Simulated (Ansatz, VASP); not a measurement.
**One calculation of AlNi, two programs**

The input POSCAR:

```
AlNi
1.0
    2.0223875562     -2.0221673115      0.0000000000
    2.0223875562      2.0221673115      0.0000000000
    0.0000000000      0.0000000000      2.8700173316
Al Ni
1 1
Direct
    0.0000000000      0.0000000000     -0.0696859903
    0.5000000000      0.5000000000      0.5000000000
```

INCAR.step1

```
SYSTEM = AlNi
ALGO     = Normal         ! electronic algorithm
EDIFF    = 1E-4           ! SCF threshold, eV
ENCUT    = 520            ! plane-wave cutoff, eV
GGA      = PE             ! functional
ISMEAR   = 0              ! smearing method
LASPH    = .TRUE.         ! aspherical terms in the spheres
LCHARG   = .FALSE.        ! write CHGCAR
LREAL    = .FALSE.        ! projectors in reciprocal space
LWAVE    = .TRUE.         ! write WAVECAR
NBANDS   = 14             ! bands
NELM     = 80             ! most SCF steps
PREC     = Accurate       ! precision mode
SIGMA    = 0.15           ! smearing width, eV
```

File INCAR.step2:

```
SYSTEM = AlNi
ALGO     = Normal         ! electronic algorithm
EDIFF    = 1E-7           ! SCF threshold, eV
ENCUT    = 520            ! plane-wave cutoff, eV
ISIF     = 2              ! what is computed and relaxed
ISMEAR   = 0              ! smearing method
ISTART   = 1            
LASPH    = .TRUE.         ! aspherical terms in the spheres
LCHARG   = .FALSE.        ! write CHGCAR
LMIXTAU  = .TRUE.       
LREAL    = .FALSE.        ! projectors in reciprocal space
LWAVE    = .FALSE.        ! write WAVECAR
METAGGA  = R2SCAN         ! meta-GGA
NBANDS   = 14             ! bands
NELM     = 80             ! most SCF steps
PREC     = Accurate       ! precision mode
SIGMA    = 0.15           ! smearing width, eV
```

Contents of KPOINTS:

```
k-points
0
G
  20 20 20
  0 0 0
```

Input for Ansatz:

```yaml
crystal:
  lattice:
    - [2.0223875562, -2.0221673115, 0.0]
    - [2.0223875562, 2.0221673115, 0.0]
    - [0.0, 0.0, 2.8700173316]
  atoms:
    - { symbol: Al, position: [0.0, 0.0, -0.0696859903] }
    - { symbol: Ni, position: [0.5, 0.5, 0.5] }
basis:
  ecutwfc: 500
kpoints:
  mp_grid: { grid: [20, 20, 20] }
hamiltonian:
  xc: r2scan
scf:
  occupations: { method: gaussian, width: 0.15 }
output:
  forces: true
  stress: true
  eigenvalues: true
  write_density: true
  write_potential: true
  elf: true
  volumetric_format: npy
```

Alike in both runs: task single point; functional r2SCAN; k mesh 20 × 20 × 20; occupations gaussian, width 0.15 eV; no spin polarisation.

```csv
,VASP,Ansatz
version,VASP 6.6.1,Ansatz 0.2.0
potentials or method,"VASP PAW PBE potentials, release 64 (Al, Ni), cutoff 520 eV","scalar-relativistic, plane waves, PAW"
valence electrons in the cell,13,21
```

```tsv
	VASP	Ansatz	Ansatz less VASP
gap on the k mesh at the Fermi level (eV)	none	none	-
pressure (GPa)	2.6	2.8	+0.21
traceless stress, the component that is largest in VASP (GPa)	-1.69	-1.66	+0.028
rms of the force components (eV/Å)	0.751	0.747	-0.0042
```

VASP's potentials were made for PBE, not for r2SCAN. Atom by atom the forces differ by 0.004 eV/Å (rms over components). A gap of «none» marks a metal or a gap that the smearing closes. VASP's potentials hold 13 valence electrons a cell and Ansatz's 21, so a difference there can come from the potentials and not from the codes.
